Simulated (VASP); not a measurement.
Set up this calculation in VASP 6.6.1, as the native input.

| Item | Value |
| --- | --- |
| Task | single point |
| Functional | PBE |
| Potentials or basis | VASP PAW PBE potentials, release 64 (Sr_sv, Tm_3, Si), 4f in core |
| Cutoff | 500 eV |
| k mesh | 4 × 4 × 3 |
| Occupations | gaussian, width 0.2 eV |
| Spin | no spin polarisation |
| Dipole correction | no |
| Mended | yes |
| Further INCAR settings | ALGO = Normal; EDIFF = 1e-06; NBANDS = 36 |

The structure of Sr4TmSi lies in POSCAR:

```
Sr4TmSi
1.0
    5.8570612676      0.0000000000      0.0000000000
    0.0000000000      5.8570612676      0.0000000000
    0.0000000000      0.0000000000      9.6659111540
Sr Tm Si
4 1 1
Direct
    0.5000000000      0.0000000000      0.0000000000
    0.0000000000      0.5000000000      0.0000000000
    0.0000000000      0.0000000000      0.3101064753
    0.0000000000      0.0000000000      0.6898935247
    0.5000000000      0.5000000000      0.5000000000
    0.0000000000      0.0000000000      0.0000000000
```

The cell was built from a structure type or drawn by symmetry, and may not be a known phase.

These files were run (other wordings do the same):

INCAR

```
SYSTEM = Sr4TmSi
PREC = Accurate
ENCUT = 500
EDIFF = 1E-6
ISMEAR = 0
SIGMA = 0.2
LREAL = .FALSE.
LASPH = .TRUE.
NELM = 200
ALGO = Normal
ISIF = 2
LWAVE = .FALSE.
LCHARG = .FALSE.
GGA = PE
NBANDS = 36
GGA_COMPAT = .FALSE.
LMAXMIX = 6
```

KPOINTS

```
regular mesh
0
G
  4 4 3
  0 0 0
```

Potentials or basis: VASP PAW PBE potentials, release 64 (Sr_sv, Tm_3, Si), 4f in core.

Command:

```bash
$ cat potpaw_PBE.64/Sr_sv/POTCAR potpaw_PBE.64/Tm_3/POTCAR potpaw_PBE.64/Si/POTCAR > POTCAR
$ mpirun -np 1 vasp_std > vasp.out
```

It gave:

The pressure is 0.2 GPa. The largest force is 0.062 eV/Å and the band gap on the k mesh is zero (an odd number of electrons rules out a gap without spin polarisation).

Caveat: spin-orbit coupling is left out, which moves the levels of the heavy elements; the 4f electrons are frozen in the core, so they carry no moment and show no levels.

Run time: 2.1 min on 1 thread of AMD EPYC 9R45 96-Core Processor (Zen 5) (shared host), peak memory 0.45 GiB.
